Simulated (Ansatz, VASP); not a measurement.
MnB6: VASP beside Ansatz

INCAR

```
SYSTEM = MnB6
  PREC = Accurate
  ENCUT = 600
  EDIFF = 1E-6
  ISMEAR = 0
  SIGMA = 0.2
  LREAL = .FALSE.
  LASPH = .TRUE.
  NELM = 80
  ALGO = Normal
  ISIF = 3
  LWAVE = .FALSE.
  LCHARG = .FALSE.
  GGA = PE
  IBRION = 2
  NSW = 80
  EDIFFG = -0.025
```

Contents of KPOINTS:

```
Automatic mesh
0
G
  6 6 6
  0 0 0
```

POSCAR

```
MnB6
1.0
   -0.0582044449      0.0209624968      3.5609662258
    2.5432063107     -2.9124756914     -0.0577927044
    2.5596887036      2.9268102940     -0.0239441910
Mn B
1 6
Direct
   -0.0159886415      0.0335068976     -0.0058696481
    0.2347114003      0.4866506212      0.0158185728
    0.7134308441     -0.0208182699      0.4898404260
    0.6841169313      0.4667763118     -0.0359895733
    0.3153163369      0.0403046297      0.4924478637
    0.5831833163      0.7709515203      0.8470846990
    0.4852298127      0.2226282892      0.1966676599
```

Input for Ansatz:

```yaml
crystal:
  lattice:
    - [-0.0582044449, 0.0209624968, 3.5609662258]
    - [2.5432063107, -2.9124756914, -0.0577927044]
    - [2.5596887036, 2.926810294, -0.023944191]
  atoms:
    - { symbol: Mn, position: [-0.0159886415, 0.0335068976, -0.0058696481] }
    - { symbol: B, position: [0.2347114003, 0.4866506212, 0.0158185728] }
    - { symbol: B, position: [0.7134308441, -0.0208182699, 0.489840426] }
    - { symbol: B, position: [0.6841169313, 0.4667763118, -0.0359895733] }
    - { symbol: B, position: [0.3153163369, 0.0403046297, 0.4924478637] }
    - { symbol: B, position: [0.5831833163, 0.7709515203, 0.847084699] }
    - { symbol: B, position: [0.4852298127, 0.2226282892, 0.1966676599] }
basis:
  ecutwfc: 420
kpoints:
  mp_grid: { grid: [6, 6, 6] }
hamiltonian:
  xc: pbe
scf:
  occupations: { method: gaussian, width: 0.2 }
  lower_state_search: "off"
output:
  forces: true
  stress: true
  eigenvalues: true
relax:
  adjacent_minimum: "off"
  f_tol: 0.025
  max_steps: 60
  cell: { stress_tol: 0.25 }
```

Change from the starting cell: cell x1, atoms moved at random (sigma 0.15 Å) and cell strained at random (1.5 %), then relaxed without symmetry.

Alike in both runs: task relaxation of cell and atoms; functional PBE; k mesh 6 × 6 × 6; occupations gaussian, width 0.2 eV; no spin polarisation.

```csv
,VASP,Ansatz
version,VASP 6.6.1,Ansatz 0.2.0
potentials or method,"VASP PAW PBE potentials, release 64 (Mn_pv, B), cutoff 600 eV","scalar-relativistic, plane waves, PAW"
valence electrons in the cell,31,33
```

|  | VASP | Ansatz | Ansatz less VASP |
| --- | --- | --- | --- |
| gap on the k mesh at the Fermi level, each at its own relaxed structure (eV) | none | none | - |
| relaxed volume (Å³/atom) | 7.43 | 7.43 | 0.000 |
| relaxed cell length with the largest relative difference (Å) | 3.835 | 3.834 | -0.0004 |

A gap of «none» marks a metal or a gap that the smearing closes. VASP's potentials hold 31 valence electrons a cell and Ansatz's 33, so a difference there can come from the potentials and not from the codes.
